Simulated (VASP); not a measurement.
**TaN: single point with PBEsol**

TaN:

```xyz
4
Lattice="3.2855 0.0000 0.0000 -1.6428 2.8453 0.0000 0.0000 0.0000 4.2572" Properties=species:S:1:pos:R:3 pbc="T T T"
Ta    0.0000    1.8969    0.0000
Ta    1.6428    0.9484    2.1286
N     0.0000    1.8969    1.6390
N     1.6428    0.9484    3.7676
```

This cell differs from its parent crystal: ratio of the length along z to the lengths across it x 0.8, volume and fractional coordinates fixed.

| Property | Result |
| --- | --- |
| Program | VASP 6.6.1 |
| Task | single point |
| Functional | PBEsol |
| Potentials or basis | VASP PAW PBE potentials, release 64 (Ta_pv, N) |
| Cutoff | 520 eV |
| k mesh | 18 × 18 × 12 |
| Occupations | gaussian, width 0.15 eV |
| Spin | no spin polarisation |
| Dipole correction | no |
| Further INCAR settings | ALGO = Normal; EDIFF = 1e-07; NBANDS = 24 |

| Item | Value |
| --- | --- |
| Pressure | 144.9 GPa |
| Largest force | 13.750 eV/Å |
| Band gap on the k mesh | zero (bands 16 and 17 overlap by 2.59 eV) |

Forces on the atoms (eV/Å):
```
Ta    0.000   0.000 -13.750
Ta    0.000   0.000 -13.750
N     0.000   0.000  13.750
N     0.000   0.000  13.750
```

Stress tensor (GPa, compression positive):
```
 90.84   0.00   0.00
  0.00  90.84   0.00
  0.00   0.00 252.91
```

Levels at points of the mesh, in eV from the Fermi level:
| k point | band 14 | band 15 | band 16 | band 17 | band 18 | band 19 |
| --- | --- | --- | --- | --- | --- | --- |
| (0.00, 0.00, 0.00) | -5.14 | -2.19 | -2.19 | -0.28 | 1.61 | 2.14 |
| (0.50, 0.00, 0.00) | -5.27 | -2.55 | -1.06 | 0.02 | 0.14 | 2.18 |
| (0.00, 0.00, 0.50) | -8.76 | 1.29 | 1.29 | 1.66 | 1.66 | 1.66 |
| (0.50, 0.00, 0.50) | -7.20 | -0.30 | -0.30 | 1.91 | 1.91 | 3.06 |

Run time: 2.7 min on 1 thread of AMD EPYC 7R43 64-Core Processor (Zen 3), on a shared host, peak memory 0.28 GiB.

Caveat: the cell stands under pressure; the PAW data sets were made with another functional, which shifts forces and pressure a little; spin-orbit coupling is left out, which moves the levels of the heavy elements.
